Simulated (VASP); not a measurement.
Input of a VASP 6.6.1 run:

The input INCAR:

```
PREC = Accurate
ENCUT = 520
EDIFF = 1E-7
ISMEAR = 0
SIGMA = 0.1
LREAL = False
LASPH = True
NELM = 100
ALGO = Normal
ISIF = 2
LWAVE = False
LCHARG = False
GGA = PE
IVDW = 12
NBANDS = 18
```

Contents of KPOINTS:

```
Automatic mesh
0
Gamma
  4 4 4
```

File POSCAR:

```
Rb2As
1.0
    4.1200286875      0.0000000000      0.0000000000
    0.0000000000      4.1200286875      0.0000000000
    0.0000000000      0.0000000000      7.7564027623
Rb As
2 1
Direct
    0.5000000000      0.5000000000      0.7605528980
    0.5000000000      0.5000000000      0.2394471020
    0.0000000000      0.0000000000      0.0000000000
```

Potentials or basis: VASP PAW PBE potentials, release 64 (Rb_sv, As).

The run is started by

```console
$ cat potpaw_PBE.64/Rb_sv/POTCAR potpaw_PBE.64/As/POTCAR > POTCAR
$ mpirun -np 1 vasp_std > vasp.out
```

Q: Predict the dispersion energy per atom.

A: -0.208 eV.

Q: Predict the pressure.

A: 0.0 GPa.

Q: Predict the largest force.

A: 0.011 eV/Å.

Stress tensor (GPa, compression positive):
```
-0.03  0.00  0.00
 0.00 -0.03  0.00
 0.00  0.00  0.20
```

Caveat: the k points lie up to 0.38 Å⁻¹ apart; pairwise dispersion overbinds metals, which lowers pressure and volume.
